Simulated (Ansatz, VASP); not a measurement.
## BeS: VASP beside Ansatz

File POSCAR:

```
BeS
1.0
    3.3002359560      0.0000000000      0.0000000000
   -1.6501179780      2.8580881764      0.0000000000
    0.0000000000      0.0000000000      5.2552221102
Be S
2 2
Direct
    0.0000000000      0.0000000000      0.0000000000
    0.0000000000      0.0000000000      0.5000000000
    0.3333333333      0.6666666667      0.2500000000
    0.6666666667      0.3333333333      0.7500000000
```

File INCAR.step1:

```
SYSTEM = BeS
PREC = Accurate
ENCUT = 520
EDIFF = 1E-5
ISMEAR = 0
SIGMA = 0.01
LREAL = .False.
LASPH = .True.
NELM = 80
ALGO = Normal
ISIF = 2
LWAVE = .True.
NBANDS = 16
GGA = PE
```

Contents of INCAR.step2:

```
SYSTEM = BeS
PREC = Accurate
ENCUT = 520
EDIFF = 1E-6
ISMEAR = 0
SIGMA = 0.01
LREAL = .False.
LASPH = .True.
NELM = 80
ALGO = Normal
ISIF = 2
LWAVE = .False.
LCHARG = .True.
GGA = PE
LHFCALC = .True.
HFSCREEN = 0.2079
PRECFOCK = Normal
LELF = .True.
LVHAR = .True.
NBANDS = 16
ISTART = 1
```

KPOINTS

```
regular mesh
0
Gamma
  6 6 2
  0 0 0
```

Input for Ansatz:

```yaml
crystal:
  lattice:
    - [3.300235956, 0.0, 0.0]
    - [-1.650117978, 2.8580881764, 0.0]
    - [0.0, 0.0, 5.2552221102]
  atoms:
    - { symbol: Be, position: [0.0, 0.0, 0.0] }
    - { symbol: Be, position: [0.0, 0.0, 0.5] }
    - { symbol: S, position: [0.3333333333, 0.6666666667, 0.25] }
    - { symbol: S, position: [0.6666666667, 0.3333333333, 0.75] }
kpoints:
  mp_grid: { grid: [6, 6, 2] }
hamiltonian:
  xc: hse06
scf:
  occupations: { method: fixed }
  n_extra_bands: 5
output:
  forces: true
  stress: true
  eigenvalues: true
  write_density: true
  write_potential: true
  elf: true
  volumetric_format: npy
```

Alike in both runs: task single point; functional HSE06; k mesh 6 × 6 × 2; no spin polarisation.

|  | VASP | Ansatz |
| --- | --- | --- |
| version | VASP 6.6.1 | Ansatz 0.2.0 |
| potentials or method | VASP PAW PBE potentials, release 64 (Be, S) | plane waves, PAW |
| plane-wave cutoff (eV) | 520 | 420 |
| occupations | gaussian, width 0.01 eV | fixed |
| valence electrons in the cell | 16 | 16 |

```tsv
	VASP	Ansatz	Ansatz less VASP
gap on the k mesh at the Fermi level (eV)	2.26	2.27	+0.006
pressure (GPa)	-1.9	-1.6	+0.26
traceless stress, the component that is largest in VASP (GPa)	0.04	0.14	+0.090
```

Ansatz's warnings: stress exchange threshold loose, stress scf threshold loose.

The k mesh is coarse, so the values compare programs but aren't converged.
